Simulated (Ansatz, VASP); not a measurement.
## Two plane-wave programs on AgB

```xyz
2
Lattice="2.6749 0.0000 0.0000 0.0000 2.6749 0.0000 0.0000 0.0000 4.2734" Properties=species:S:1:pos:R:3 pbc="T T T"
Ag    1.3375    1.3375    1.8098
B     1.3375    1.3375    3.9466
```

Alike in both runs: functional PBE; k mesh 8 × 8 × 4; occupations gaussian, width 0.1 eV; no spin polarisation.

Ansatz relaxed the structure, and its values are those at the end. VASP's run is a single point on that final structure, the one shown.

```csv
,VASP,Ansatz
version,VASP 6.6.1,Ansatz 0.2.0
potentials or method,"VASP PAW PBE potentials, release 64 (Ag, B), cutoff 520 eV","scalar-relativistic, plane waves, PAW"
valence electrons in the cell,14,22
```

Ansatz gave:

```
gap on the k mesh at the Fermi level (eV) : none
pressure (GPa)                            : 0.1
```

Estimate VASP's values.

gap on the k mesh at the Fermi level (eV): none; pressure (GPa): -0.1.

A gap of «none» marks a metal or a gap that the smearing closes. VASP's potentials hold 14 valence electrons a cell and Ansatz's 22, so a difference there can come from the potentials and not from the codes.

The k mesh is coarse, so the values compare programs but aren't converged.
